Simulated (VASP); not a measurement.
# K (Pm-3m) in VASP: single point with PBE+D3(BJ)

Aim: the single point of K with PBE+D3(BJ).

Program: VASP 6.6.1. These are calculated values, not measurements. Logs are shortened: lines on timing, memory, paths and dates and some standing lists are left out, and cuts for length are marked.

**1. The cell of the first run**

Symmetry: Pm-3m, No. 221, cubic system. The conventional cell has a = 4.273 Å, b = 4.273 Å, c = 4.273 Å, α = 90.00°, β = 90.00°, γ = 90.00°. Within 5.6 Å of K (site symmetry m-3m) lie 6 K at 4.27 Å.

This isn't the form of K at room conditions, which is bcc.

**2. Single point, PBE+D3(BJ)**

Input file INCAR:

```
ALGO = Normal
EDIFF = 1E-7
ENCUT = 520
GGA = PE
ISIF = 2
ISMEAR = 0
IVDW = 12
LASPH = True
LCHARG = False
LREAL = False
LWAVE = False
NBANDS = 10
NELM = 100
PREC = Accurate
SIGMA = 0.15
```

Input file KPOINTS:

```
k-points
0
Gamma
  14 14 14
```

Input file POSCAR:

```
K
1.0
   -1.4244973207      2.8489946413      2.8489946413
    2.8489946413     -1.4244973207      2.8489946413
    2.8489946413      2.8489946413     -1.4244973207
K
1
Direct
    0.0000000000      0.0000000000      0.0000000000
```

Potentials or basis: VASP PAW PBE potentials, release 64 (K_sv).

Started as:

```sh
cat potpaw_PBE.64/K_sv/POTCAR > POTCAR
mpirun -np 1 vasp_std > vasp.out
```

OUTCAR:

```text
EDIFF = 1E-7
   ENCUT = 520
   GGA = PE
   ISIF = 2
   ISMEAR = 0
   IVDW = 12
   LASPH = True
   LREAL = False
   NELM = 100
   PREC = Accurate
 IVDW          = 12

 ion  position               nearest neighbor table
   1  0.000  0.000  0.000-

  LATTYP: Found a simple cubic cell.
 ALAT       =     4.2734919620

  Lattice vectors:

 A1 = (  -1.4244973207,   2.8489946413,   2.8489946413)
 A2 = (   2.8489946413,  -1.4244973207,   2.8489946413)
 A3 = (   2.8489946413,   2.8489946413,  -1.4244973207)

Analysis of symmetry for initial positions (statically):
=====================================================================
 Subroutine PRICEL returns:
 Original cell was already a primitive cell.

 Routine SETGRP: Setting up the symmetry group for a
 simple cubic supercell.

 Subroutine GETGRP returns: Found 48 space group operations
 (whereof 48 operations were pure point group operations)
 out of a pool of 48 trial point group operations.

The static configuration has the point symmetry O_h .

Analysis of symmetry for dynamics (positions and initial velocities):
=====================================================================
 Subroutine PRICEL returns:
 Original cell was already a primitive cell.

 Routine SETGRP: Setting up the symmetry group for a
 simple cubic supercell.

 Subroutine GETGRP returns: Found 48 space group operations
 (whereof 48 operations were pure point group operations)
 out of a pool of 48 trial point group operations.

The dynamic configuration has the point symmetry O_h .

 Subroutine INISYM returns: Found 48 space group operations
 (whereof 48 operations are pure point group operations),
 and found     1 'primitive' translations

----------------------------------------------------------------------------------------

                                     Primitive cell

  volume of cell :      78.0456

  direct lattice vectors                    reciprocal lattice vectors
    -1.424497321  2.848994641  2.848994641    -0.078000225  0.156000449  0.156000449
     2.848994641 -1.424497321  2.848994641     0.156000449 -0.078000225  0.156000449
     2.848994641  2.848994641 -1.424497321     0.156000449  0.156000449 -0.078000225

  length of vectors
     4.273491962  4.273491962  4.273491962     0.234000674  0.234000674  0.234000674

  position of ions in fractional coordinates (direct lattice)
     0.000000000  0.000000000  0.000000000

  ion indices of the primitive-cell ions
   primitive index   ion index
                 1           1

----------------------------------------------------------------------------------------

 KPOINTS: k-points

Automatic generation of k-mesh.
 Grid dimensions read from file:
 generate k-points for:   14   14   14

 Generating k-lattice:

  Cartesian coordinates                     Fractional coordinates (reciprocal lattice)
    -0.005571445  0.011142889  0.011142889     0.071428571  0.000000000  0.000000000
     0.011142889 -0.005571445  0.011142889     0.000000000  0.071428571  0.000000000
     0.011142889  0.011142889 -0.005571445     0.000000000  0.000000000  0.071428571

  Length of vectors
     0.016714334  0.016714334  0.016714334

  Shift w.r.t. Gamma in fractional coordinates (k-lattice)
     0.000000000  0.000000000  0.000000000

 Subroutine IBZKPT returns following result:
 ===========================================

 Found    120 irreducible k-points:

 Following reciprocal coordinates:
            Coordinates               Weight
  0.000000  0.000000  0.000000      1.000000
  0.071429  0.000000  0.000000      6.000000
  0.142857  0.000000  0.000000      6.000000
  0.214286  0.000000  0.000000      6.000000
  0.285714  0.000000  0.000000      6.000000
  0.357143  0.000000  0.000000      6.000000
[... 16 lines left out ...]
  0.285714  0.214286  0.000000     24.000000
  0.357143  0.214286  0.000000     24.000000
 [... further k-points ...]
   k-points           NKPTS =    120   k-points in BZ     NKDIM =    120   number of bands    NBANDS=     10
   number of dos      NEDOS =    301   number of ions     NIONS =      1
   total plane-waves  NPLWV =  32768
   dimension x,y,z NGX =    32 NGY =   32 NGZ =   32
   dimension x,y,z NGXF=    64 NGYF=   64 NGZF=   64
   ions per type =               1
   NGX,Y,Z   is equivalent  to a cutoff of  12.45, 12.45, 12.45 a.u.
   NGXF,Y,Z  is equivalent  to a cutoff of  24.90, 24.90, 24.90 a.u.
 SYSTEM =  unknown system
   PREC   = accura    normal or accurate (medium, high low for compatibility)
   ISTART =      0    job   : 0-new  1-cont  2-samecut
   ICHARG =      2    charge: 1-file 2-atom 10-const
   ISPIN  =      1    spin polarized calculation?
   LNONCOLLINEAR =      F non collinear calculations
   LSORBIT =      F    spin-orbit coupling
   LASPH  =      T    aspherical Exc in radial PAW
   ENCUT  =  520.0 eV  38.22 Ry    6.18 a.u.   7.95  7.95  7.95*2*pi/ulx,y,z
   NELM   =    100;   NELMIN=  2; NELMDL= -5     # of ELM steps
   EDIFF  = 0.1E-06   stopping-criterion for ELM
   LREAL  =      F    real-space projection
   EDIFFG = 0.1E-05   stopping-criterion for IOM
   NSW    =      0    number of steps for IOM
   IBRION =     -1    ionic relax: 0-MD 1-quasi-New 2-CG
   NFREE  =      0    steps in history (QN), initial steepest desc. (CG)
   ISIF   =      2    stress and relaxation
   ISYM   =      2    0-nonsym 1-usesym 2-fastsym
   POTIM  = 0.5000    time-step for ionic-motion
   TEBEG  =    0.0;   TEEND  =   0.0 temperature during run
   PSTRESS=    0.0 pullay stress
   NELECT =       9.0000    total number of electrons
   NUPDOWN=      -1.0000    fix difference up-down
   EMIN   =  10.00;   EMAX   =-10.00  energy-range for DOS
   EFERMI =   0.00;   METHOD = LEGACY
   ISMEAR =     0;   SIGMA  =   0.15  broadening in eV -4-tet -1-fermi 0-gaus
   EFERMI_NEDOS =   21; number of points for ismear=-14 and -15
   IALGO  =     38    algorithm
   IMIX   =      4    mixing-type and parameters
     AMIX     =   0.40;   BMIX     =  1.00
     AMIX_MAG =   1.60;   BMIX_MAG =  1.00
  volume/ion in A,a.u.               =      78.05       526.68
  Fermi-wavevector in a.u.,A,eV,Ry     =   0.796843  1.505815  8.639139  0.634959
  Thomas-Fermi vector in A             =   1.903445
   LORBIT       =      0    0 simple, 1 ext, 2 COOP (PROOUT), +10 PAW based schemes
   GGA     = PE    functional components
   LHFCALC =     F    Hartree Fock is set to
   AEXX    =    0.0000 exact exchange contribution
   IVDW    =    12    specifies the selected vdW correction
   LEPSILON=     F    determine dielectric tensor
   LRPA    =     F    only Hartree local field effects (RPA)
 non-spin polarized calculation
 Gauss-broadening in eV      SIGMA  =   0.15
  energy-cutoff  :      520.00
  volume of cell :       78.05
 maximum number of plane-waves:      2176
 NGX is ok and might be reduce to    32
   NGX = 15   NGY = 15   NGZ = 15

 number of electron       9.0000000 magnetization

 Free energy of the ion-electron system (eV)
  ---------------------------------------------------
  ext. energy  EPLUGINS =         0.00000000
  ---------------------------------------------------
  free energy    TOTEN  =        -0.94721444 eV

  energy without entropy =       -0.93898122  energy(sigma->0) =       -0.94309783

 E-fermi :  -0.2085     XC(G=0):  -5.5007

 val. band max:       -0.2586741319   @ k =   0.5000   0.0000   0.0000
 cond. band min:      -0.2055783058   @ k =   0.5000   0.0714  -0.0000
 fundamental gap:      0.0530958261
 Fermi energy:        -0.2084666759

 k-point     1 :       0.0000    0.0000    0.0000
  band No.  band energies     occupation
      1     -32.5512      2.00000
      2     -15.9903      2.00000
      3     -15.9903      2.00000
      4     -15.9903      2.00000
      5      -2.2999      2.00000
      6       2.6772      0.00000
      7       2.6772      0.00000
      8       5.9755      0.00000
      9       5.9757      0.00000
     10       5.9831      0.00000

 k-point     2 :       0.0714    0.0000    0.0000
  band No.  band energies     occupation
      1     -32.5510      2.00000
      2     -15.9948      2.00000
      3     -15.9899      2.00000
      4     -15.9899      2.00000
      5      -2.2517      2.00000
      6       2.6318      0.00000
      7       2.7014      0.00000
      8       5.6883      0.00000
      9       5.6883      0.00000
     10       5.9805      0.00000

 k-point     3 :       0.1429    0.0000    0.0000
  band No.  band energies     occupation
      1     -32.5504      2.00000
      2     -16.0075      2.00000
      3     -15.9888      2.00000
      4     -15.9888      2.00000
      5      -2.1083      2.00000
      6       2.4633      0.00000
      7       2.7716      0.00000
      8       5.3435      0.00000
      9       5.3435      0.00000
     10       5.6343      0.00000

 k-point     4 :       0.2143    0.0000    0.0000
  band No.  band energies     occupation
      1     -32.5495      2.00000
      2     -16.0258      2.00000
      3     -15.9873      2.00000
      4     -15.9873      2.00000
      5      -1.8736      2.00000
      6       2.1200      0.00000
      7       2.8802      0.00000
      8       5.0396      0.00000
      9       5.0396      0.00000
     10       5.4973      0.00000
[... 222 lines left out ...]
 k-point    22 :       0.2143    0.2143    0.0000
  band No.  band energies     occupation
      1     -32.5477      2.00000
      2     -16.0233      2.00000
      3     -16.0212      2.00000
      4     -15.9843      2.00000
      5      -1.4589      2.00000
      6       2.3449      0.00000
      7       2.4636      0.00000
      8       4.1137      0.00000
      9       5.0037      0.00000
     10       5.4988      0.00000

 k-point    23 :       0.2857    0.2143    0.0000
  band No.  band energies     occupation
      1     -32.5467      2.00000
      2     -16.0421      2.00000
      3     -16.0201      2.00000
      4     -15.9826      2.00000
      5      -1.1479      2.00000
      6       1.9158      0.00000
      7       2.5960      0.00000
      8       3.9788      0.00000
      9       4.8822      0.00000
     10       5.4408      0.00000

 k-point    24 :       0.3571    0.2143    0.0000
  band No.  band energies     occupation
      1     -32.5457      2.00000
      2     -16.0599      2.00000
      3     -16.0183      2.00000
      4     -15.9811      2.00000
      5      -0.7613      2.00000
      6       1.3451      0.00000
      7       2.8250      0.00000
      8       3.8328      0.00000
      9       4.7424      0.00000
     10       5.4571      0.00000

 [... further k-points ...]

------------------------ aborting loop because EDIFF is reached ----------------------------------------

 Edisp (eV)   -0.10219

 E8    (eV) :    -0.0541

  FORCE on cell =-STRESS in cart. coord.  units (eV):
  Direction    XX          YY          ZZ          XY          YZ          ZX
  --------------------------------------------------------------------------------------
  -------------------------------------------------------------------------------------
  Total      -0.09814    -0.09814    -0.09814     0.00000     0.00000     0.00000
  in kB      -2.01466    -2.01466    -2.01466     0.00000     0.00000     0.00000
  external pressure =       -2.01 kB  Pullay stress =        0.00 kB

 VOLUME and BASIS-vectors are now :
 -----------------------------------------------------------------------------
  energy-cutoff  :      520.00
  volume of cell :       78.05
      direct lattice vectors                 reciprocal lattice vectors
    -1.424497321  2.848994641  2.848994641    -0.078000225  0.156000449  0.156000449
     2.848994641 -1.424497321  2.848994641     0.156000449 -0.078000225  0.156000449
     2.848994641  2.848994641 -1.424497321     0.156000449  0.156000449 -0.078000225

 POSITION                                       TOTAL-FORCE (eV/Angst)
 -----------------------------------------------------------------------------------
      0.00000      0.00000      0.00000         0.000000     -0.000000      0.000000
 -----------------------------------------------------------------------------------
    total drift:                                0.000000      0.000000     -0.000000

  FREE ENERGIE OF THE ION-ELECTRON SYSTEM (eV)
  ---------------------------------------------------
  free  energy   TOTEN  =        -1.0494076204 eV

  energy  without entropy=       -1.0411743973  energy(sigma->0) =       -1.04529101
```

It took 40 s on 1 thread of Intel Xeon Platinum 8259CL at 2.50GHz (Skylake/Cascade Lake), shared host; peak memory 0.23 GiB.

What came out:

```yaml
Free_energy: -1.0494 eV
Pressure: -0.2 GPa
Band_gap_on_the_k_mesh: zero (an odd number of electrons rules out a gap without spin polarisation)
Dispersion_energy_per_atom: -0.102 eV
```

The gap in the log of VASP goes by the Fermi energy; the results here count the filled bands.